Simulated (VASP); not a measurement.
# Ru (Fm-3m) in VASP: notebook

Runs on Ru. Level: PBE. Tasks: single point.

All numbers are computed with VASP 6.6.1; they aren't measurements. Logs are shortened: lines on timing, memory, paths and dates and some standing lists are left out, and cuts for length are marked.

### 1 The cell of the first run

Symmetry: Fm-3m, No. 225, cubic system. The conventional cell has a = 3.811 Å, b = 3.811 Å, c = 3.811 Å, α = 90.00°, β = 90.00°, γ = 90.00°. Ru (site symmetry m-3m) has 12 Ru at 2.70 Å within 3.6 Å.

### 2 Single point, PBE

File INCAR:

```
SYSTEM = Ru
PREC = Accurate
ENCUT = 500
EDIFF = 1E-6
ISMEAR = -1
SIGMA = 0.1
LREAL = .FALSE.
LASPH = .TRUE.
NELM = 120
ALGO = Normal
ISIF = 2
LWAVE = .FALSE.
LCHARG = .TRUE.
GGA = PE
LELF = .TRUE.
LVHAR = .TRUE.
NBANDS = 13
GGA_COMPAT = .FALSE.
```

File KPOINTS:

```
regular mesh
0
G
  4 4 4
  0 0 0
```

File POSCAR:

```
Ru
1.0
   -1.9056612588      0.0000000000      1.9056612588
    0.0000000000      1.9056612588      1.9056612588
   -1.9056612588      1.9056612588      0.0000000000
Ru
1
Direct
    0.0000000000      0.0000000000      0.0000000000
```

Potentials or basis: VASP PAW PBE potentials, release 64 (Ru_pv).

The run is started by

```sh
$ cat potpaw_PBE.64/Ru_pv/POTCAR > POTCAR
$ mpirun -np 1 vasp_std > vasp.out
```

OUTCAR:

```text
SYSTEM = Ru
   PREC = Accurate
   ENCUT = 500
   EDIFF = 1E-6
   ISMEAR = -1
   LREAL = .FALSE.
   LASPH = .TRUE.
   NELM = 120
   ISIF = 2
   GGA = PE

 ion  position               nearest neighbor table
   1  0.000  0.000  0.000-

  LATTYP: Found a face centered cubic cell.
 ALAT       =     3.8113225176

  Lattice vectors:

 A1 = (  -1.9056612588,   0.0000000000,   1.9056612588)
 A2 = (   0.0000000000,   1.9056612588,   1.9056612588)
 A3 = (  -1.9056612588,   1.9056612588,   0.0000000000)

Analysis of symmetry for initial positions (statically):
=====================================================================
 Subroutine PRICEL returns:
 Original cell was already a primitive cell.

 Routine SETGRP: Setting up the symmetry group for a
 face centered cubic supercell.

 Subroutine GETGRP returns: Found 48 space group operations
 (whereof 48 operations were pure point group operations)
 out of a pool of 48 trial point group operations.

The static configuration has the point symmetry O_h .

Analysis of symmetry for dynamics (positions and initial velocities):
=====================================================================
 Subroutine PRICEL returns:
 Original cell was already a primitive cell.

 Routine SETGRP: Setting up the symmetry group for a
 face centered cubic supercell.

 Subroutine GETGRP returns: Found 48 space group operations
 (whereof 48 operations were pure point group operations)
 out of a pool of 48 trial point group operations.

The dynamic configuration has the point symmetry O_h .

 Subroutine INISYM returns: Found 48 space group operations
 (whereof 48 operations are pure point group operations),
 and found     1 'primitive' translations

----------------------------------------------------------------------------------------

                                     Primitive cell

  volume of cell :      13.8410

  direct lattice vectors                    reciprocal lattice vectors
    -1.905661259  0.000000000  1.905661259    -0.262376116 -0.262376116  0.262376116
     0.000000000  1.905661259  1.905661259     0.262376116  0.262376116  0.262376116
    -1.905661259  1.905661259  0.000000000    -0.262376116  0.262376116 -0.262376116

  length of vectors
     2.695011997  2.695011997  2.695011997     0.454448764  0.454448764  0.454448764

  position of ions in fractional coordinates (direct lattice)
     0.000000000  0.000000000  0.000000000

  ion indices of the primitive-cell ions
   primitive index   ion index
                 1           1

----------------------------------------------------------------------------------------

 KPOINTS: regular mesh

Automatic generation of k-mesh.
 Grid dimensions read from file:
 generate k-points for:    4    4    4

 Generating k-lattice:

  Cartesian coordinates                     Fractional coordinates (reciprocal lattice)
    -0.065594029 -0.065594029  0.065594029     0.250000000  0.000000000  0.000000000
     0.065594029  0.065594029  0.065594029     0.000000000  0.250000000  0.000000000
    -0.065594029  0.065594029 -0.065594029     0.000000000  0.000000000  0.250000000

  Length of vectors
     0.113612191  0.113612191  0.113612191

  Shift w.r.t. Gamma in fractional coordinates (k-lattice)
     0.000000000  0.000000000  0.000000000

 Subroutine IBZKPT returns following result:
 ===========================================

 Found      8 irreducible k-points:

 Following reciprocal coordinates:
            Coordinates               Weight
  0.000000  0.000000  0.000000      1.000000
  0.250000  0.000000  0.000000      8.000000
  0.500000  0.000000  0.000000      4.000000
  0.250000  0.250000  0.000000      6.000000
  0.500000  0.250000  0.000000     24.000000
 -0.250000  0.250000  0.000000     12.000000
  0.500000  0.500000  0.000000      3.000000
 -0.250000  0.500000  0.250000      6.000000
   k-points           NKPTS =      8   k-points in BZ     NKDIM =      8   number of bands    NBANDS=     13
   number of dos      NEDOS =    301   number of ions     NIONS =      1
   total plane-waves  NPLWV =   8000
   dimension x,y,z NGX =    20 NGY =   20 NGZ =   20
   dimension x,y,z NGXF=    40 NGYF=   40 NGZF=   40
   ions per type =               1
   NGX,Y,Z   is equivalent  to a cutoff of  12.34, 12.34, 12.34 a.u.
   NGXF,Y,Z  is equivalent  to a cutoff of  24.67, 24.67, 24.67 a.u.
 SYSTEM =  Ru
   PREC   = accura    normal or accurate (medium, high low for compatibility)
   ISTART =      0    job   : 0-new  1-cont  2-samecut
   ICHARG =      2    charge: 1-file 2-atom 10-const
   ISPIN  =      1    spin polarized calculation?
   LNONCOLLINEAR =      F non collinear calculations
   LSORBIT =      F    spin-orbit coupling
   LASPH  =      T    aspherical Exc in radial PAW
   ENCUT  =  500.0 eV  36.75 Ry    6.06 a.u.   4.91  4.91  4.91*2*pi/ulx,y,z
   NELM   =    120;   NELMIN=  2; NELMDL= -5     # of ELM steps
   EDIFF  = 0.1E-05   stopping-criterion for ELM
   LREAL  =      F    real-space projection
   EDIFFG = 0.1E-04   stopping-criterion for IOM
   NSW    =      0    number of steps for IOM
   IBRION =     -1    ionic relax: 0-MD 1-quasi-New 2-CG
   NFREE  =      0    steps in history (QN), initial steepest desc. (CG)
   ISIF   =      2    stress and relaxation
   ISYM   =      2    0-nonsym 1-usesym 2-fastsym
   POTIM  = 0.5000    time-step for ionic-motion
   TEBEG  =    0.0;   TEEND  =   0.0 temperature during run
   PSTRESS=    0.0 pullay stress
   NELECT =      14.0000    total number of electrons
   NUPDOWN=      -1.0000    fix difference up-down
   EMIN   =  10.00;   EMAX   =-10.00  energy-range for DOS
   EFERMI =   0.00;   METHOD = LEGACY
   ISMEAR =    -1;   SIGMA  =   0.10  broadening in eV -4-tet -1-fermi 0-gaus
   EFERMI_NEDOS =   21; number of points for ismear=-14 and -15
   IALGO  =     38    algorithm
   IMIX   =      4    mixing-type and parameters
     AMIX     =   0.40;   BMIX     =  1.00
     AMIX_MAG =   1.60;   BMIX_MAG =  1.00
  volume/ion in A,a.u.               =      13.84        93.40
  Fermi-wavevector in a.u.,A,eV,Ry     =   1.643344  3.105470 36.743613  2.700579
  Thomas-Fermi vector in A             =   2.733494
   LORBIT       =      0    0 simple, 1 ext, 2 COOP (PROOUT), +10 PAW based schemes
   GGA     = PE    functional components
   LHFCALC =     F    Hartree Fock is set to
   AEXX    =    0.0000 exact exchange contribution
   IVDW    =     0    specifies the selected vdW correction
   LEPSILON=     F    determine dielectric tensor
   LRPA    =     F    only Hartree local field effects (RPA)
 non-spin polarized calculation
  energy-cutoff  :      500.00
  volume of cell :       13.84
 maximum number of plane-waves:       360
   NGX =  9   NGY =  9   NGZ =  9

 number of electron      14.0000002 magnetization

 Free energy of the ion-electron system (eV)
  ---------------------------------------------------
  ext. energy  EPLUGINS =         0.00000000
  ---------------------------------------------------
  free energy    TOTEN  =        -9.19628747 eV

  energy without entropy =       -9.14648971  energy(sigma->0) =       -9.17138859

 E-fermi :  12.1378     XC(G=0): -13.9903

 val. band max:       11.9615321069   @ k =  -0.2500   0.5000   0.2500
 cond. band min:      12.1883095212   @ k =  -0.2500   0.2500   0.0000
 fundamental gap:      0.2267774143
 Fermi energy:        12.1378256304

 k-point     1 :       0.0000    0.0000    0.0000
  band No.  band energies     occupation
      1     -29.9624      2.00000
      2     -29.9624      2.00000
      3     -29.9624      2.00000
      4       4.6195      2.00000
      5       9.9423      2.00000
      6       9.9423      2.00000
      7       9.9423      2.00000
      8      12.3119      0.29833
      9      12.3119      0.29833
     10      23.0302      0.00000
     11      27.5033      0.00000
     12      33.1024      0.00000
     13      33.1024      0.00000

 k-point     2 :       0.2500    0.0000    0.0000
  band No.  band energies     occupation
      1     -30.4764      2.00000
      2     -30.0306      2.00000
      3     -30.0306      2.00000
      4       6.4644      2.00000
      5       9.6848      2.00000
      6      10.3286      2.00000
      7      10.3286      2.00000
      8      12.4780      0.06451
      9      12.4780      0.06451
     10      23.0300      0.00000
     11      27.4957      0.00000
     12      29.7069      0.00000
     13      36.7580      0.00000

 k-point     3 :       0.5000    0.0000    0.0000
  band No.  band energies     occupation
      1     -30.9660      2.00000
      2     -30.0979      2.00000
      3     -30.0979      2.00000
      4       6.5103      2.00000
      5       9.8122      2.00000
      6       9.8122      2.00000
      7      13.4228      0.00001
      8      14.1399      0.00000
      9      14.1399      0.00000
     10      22.2919      0.00000
     11      23.0346      0.00000
     12      27.0746      0.00000
     13      33.4309      0.00000

 k-point     4 :       0.2500    0.2500    0.0000
  band No.  band energies     occupation
      1     -30.4541      2.00000
      2     -30.1461      2.00000
      3     -30.1461      2.00000
      4       7.0031      2.00000
      5       8.0941      2.00000
      6      11.0644      1.99996
      7      11.7637      1.95363
      8      11.7637      1.95363
      9      13.1399      0.00009
     10      23.0301      0.00000
     11      30.6708      0.00000
     12      31.5656      0.00000
     13      31.5656      0.00000

 k-point     5 :       0.5000    0.2500    0.0000
  band No.  band energies     occupation
      1     -30.7947      2.00000
      2     -30.3631      2.00000
      3     -30.2131      2.00000
      4       7.3315      2.00000
      5       8.3574      2.00000
      6      10.4377      2.00000
      7      11.6456      1.98553
      8      14.2829      0.00000
      9      17.6520      0.00000
     10      23.0129      0.00000
     11      23.1491      0.00000
     12      28.3955      0.00000
     13      30.1503      0.00000

 k-point     6 :      -0.2500    0.2500    0.0000
  band No.  band energies     occupation
      1     -30.6852      2.00000
      2     -30.3863      2.00000
      3     -30.0988      2.00000
      4       8.3785      2.00000
      5       8.9839      2.00000
      6       9.3468      2.00000
      7      11.2080      1.99982
      8      12.1883      0.75281
      9      16.5886      0.00000
     10      23.0299      0.00000
     11      26.2103      0.00000
     12      27.5139      0.00000
     13      31.2680      0.00000

 k-point     7 :       0.5000    0.5000    0.0000
  band No.  band energies     occupation
      1     -30.9037      2.00000
      2     -30.3263      2.00000
      3     -30.3263      2.00000
      4       6.1992      2.00000
      5       6.6950      2.00000
      6      14.0878      0.00000
      7      14.6473      0.00000
      8      14.6473      0.00000
      9      16.0339      0.00000
     10      23.0291      0.00000
     11      25.7560      0.00000
     12      25.7560      0.00000
     13      25.8918      0.00000

 k-point     8 :      -0.2500    0.5000    0.2500
  band No.  band energies     occupation
      1     -30.6201      2.00000
      2     -30.6201      2.00000
      3     -30.3392      2.00000
      4       7.6341      2.00000
      5       9.0857      2.00000
      6       9.0857      2.00000
      7      11.9615      1.70715
      8      14.6518      0.00000
      9      22.7809      0.00000
     10      22.7809      0.00000
     11      23.0270      0.00000
     12      24.3082      0.00000
     13      25.9938      0.00000

------------------------ aborting loop because EDIFF is reached ----------------------------------------

  FORCE on cell =-STRESS in cart. coord.  units (eV):
  Direction    XX          YY          ZZ          XY          YZ          ZX
  --------------------------------------------------------------------------------------
  -------------------------------------------------------------------------------------
  Total       -0.0142534     -0.0142534     -0.0142534      0.0000000      0.0000000     -0.0000000
  in kB       -1.6499111     -1.6499111     -1.6499111      0.0000000      0.0000000     -0.0000000
  external PRESSURE =      -1.6499111 kB  Pullay stress =       0.0000000 kB

 VOLUME and BASIS-vectors are now :
 -----------------------------------------------------------------------------
  energy-cutoff  :      500.00
  volume of cell :       13.84
      direct lattice vectors                 reciprocal lattice vectors
    -1.905661259  0.000000000  1.905661259    -0.262376116 -0.262376116  0.262376116
     0.000000000  1.905661259  1.905661259     0.262376116  0.262376116  0.262376116
    -1.905661259  1.905661259  0.000000000    -0.262376116  0.262376116 -0.262376116

 POSITION                                       TOTAL-FORCE (eV/Angst)
 -----------------------------------------------------------------------------------
      0.00000      0.00000      0.00000         0.000000     -0.000000      0.000000
 -----------------------------------------------------------------------------------
    total drift:                                0.000000      0.000000     -0.000000

  FREE ENERGIE OF THE ION-ELECTRON SYSTEM (eV)
  ---------------------------------------------------
  free  energy   TOTEN  =        -9.1962874661 eV

  energy  without entropy=       -9.1464897067  energy(sigma->0) =       -9.17138859
```

Wall time 4.4 s (1 thread of Intel Xeon Platinum 8259CL at 2.50GHz (Skylake/Cascade Lake), shared host); peak memory 0.12 GiB.

Results:

```
Free energy            : -9.1963 eV
Pressure               : -0.2 GPa
Band gap on the k mesh : zero (band 7 reaches 14.65 eV, above the bottom of band 8 at 11.76 eV)
```

Caveat: the k points lie up to 0.71 Å⁻¹ apart.

### 3 Single point, PBE

File INCAR:

```
ALGO     = Normal         # electronic algorithm
EDIFF    = 1E-6           # SCF threshold, eV
ENCUT    = 500            # plane-wave cutoff, eV
GGA      = PE             # functional
GGA_COMPAT= False        
ISIF     = 2              # what is computed and relaxed
ISMEAR   = -1             # smearing method
LASPH    = True           # aspherical terms in the spheres
LCHARG   = False          # write CHGCAR
LREAL    = False          # projectors in reciprocal space
LWAVE    = False          # write WAVECAR
NBANDS   = 13             # bands
NELM     = 120            # most SCF steps
PREC     = Accurate       # precision mode
SIGMA    = 0.1            # smearing width, eV
```

File KPOINTS:

```
k-points
0
Gamma
  4 4 4
```

POSCAR is that of step 2.

Potentials or basis: VASP PAW PBE potentials, release 64 (Ru_pv).

The run is started by

```sh
$ cat potpaw_PBE.64/Ru_pv/POTCAR > POTCAR
$ mpirun -np 1 vasp_std > vasp.out
```

Wall time 4.4 s (1 thread of Intel Xeon Platinum 8259CL at 2.50GHz (Skylake/Cascade Lake), shared host); peak memory 0.12 GiB.

It converged, with:

```yaml
Free_energy: -9.1963 eV
Pressure: -0.2 GPa
Band_gap_on_the_k_mesh: zero (band 7 reaches 14.65 eV, above the bottom of band 8 at 11.76 eV)
```

Levels at points of the mesh, in eV from the Fermi level:
```tsv
k point	band 3	band 4	band 5	band 6	band 7	band 8	band 9	band 10	band 11	band 12
(0.00, 0.00, 0.00)	-42.10	-7.52	-2.20	-2.20	-2.20	0.17	0.17	10.89	15.37	20.96
(0.50, 0.00, 0.00)	-42.24	-5.63	-2.33	-2.33	1.28	2.00	2.00	10.15	10.90	14.94
(0.50, 0.50, 0.00)	-42.46	-5.94	-5.44	1.95	2.51	2.51	3.90	10.89	13.62	13.62
```

Caveat: the k points lie up to 0.71 Å⁻¹ apart.
